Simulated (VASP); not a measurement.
AlGaN2: single point with r2SCAN

AlGaN2:

```
Al Ga N
1.0
     3.31572    0.00000    0.00000
     0.00000    3.31572    0.00000
     0.00000    0.00000    3.96959
Al Ga N
1 1 2
Direct
  0.50000 0.50000 0.50000
  0.00000 0.00000 0.00000
  0.50000 0.00000 0.73826
  0.00000 0.50000 0.26174
```

This cell differs from its parent crystal: ratio of the length along z to the lengths across it x 0.85, volume and fractional coordinates fixed.

```
Program             : VASP 6.6.1
Task                : single point
Functional          : r2SCAN
Potentials or basis : VASP PAW PBE potentials, release 64 (Al, Ga_d, N_h)
Cutoff              : 1460 eV
k mesh              : 8 × 8 × 6
Occupations         : gaussian, width 0.05 eV
Spin                : no spin polarisation
```

```yaml
Pressure: -2.5 GPa
Largest_force: 0.266 eV/Å
Band_gap_on_the_k_mesh: 3.10 eV
```

Forces on the atoms (eV/Å):
```
Al   0.000  0.000  0.000
Ga   0.000  0.000  0.000
N    0.000  0.000 -0.266
N    0.000  0.000  0.266
```

Stress tensor (GPa, compression positive):
```
-7.56  0.00  0.00
 0.00 -7.56  0.00
 0.00  0.00  7.70
```

Levels at points of the mesh, in eV from the valence-band top:
| k point | band 9 | band 10 | band 11 | band 12 | band 13 | band 14 | band 15 | band 16 | band 17 | band 18 |
| --- | --- | --- | --- | --- | --- | --- | --- | --- | --- | --- |
| (0.00, 0.00, 0.00) | -3.35 | -3.35 | -0.32 | -0.32 | 0.00 | 3.10 | 3.61 | 6.35 | 11.97 | 12.17 |
| (0.50, 0.00, 0.00) | -4.40 | -2.47 | -2.26 | -1.80 | -1.55 | 6.99 | 7.27 | 7.77 | 8.17 | 11.85 |
| (0.50, 0.50, 0.00) | -5.66 | -1.99 | -1.97 | -1.97 | -1.84 | 4.14 | 4.14 | 7.94 | 9.95 | 12.59 |
| (0.00, 0.00, 0.50) | -2.36 | -2.26 | -2.26 | -1.65 | -1.65 | 6.10 | 6.41 | 7.64 | 8.75 | 12.40 |
| (0.50, 0.00, 0.50) | -6.37 | -1.72 | -1.28 | -0.68 | -0.16 | 5.13 | 6.45 | 9.54 | 9.99 | 10.30 |
| (0.50, 0.50, 0.50) | -4.71 | -4.21 | -3.55 | -3.48 | -3.48 | 7.83 | 7.83 | 9.41 | 10.55 | 12.00 |

Run time: 6 min on 1 thread of Intel(R) Xeon(R) 6975P-C (Granite Rapids), on a shared host, peak memory 0.51 GiB.

Caveat: the stress differs along the axes, from -8 to 8 GPa; the PAW data sets were made with another functional, which shifts forces and pressure a little.
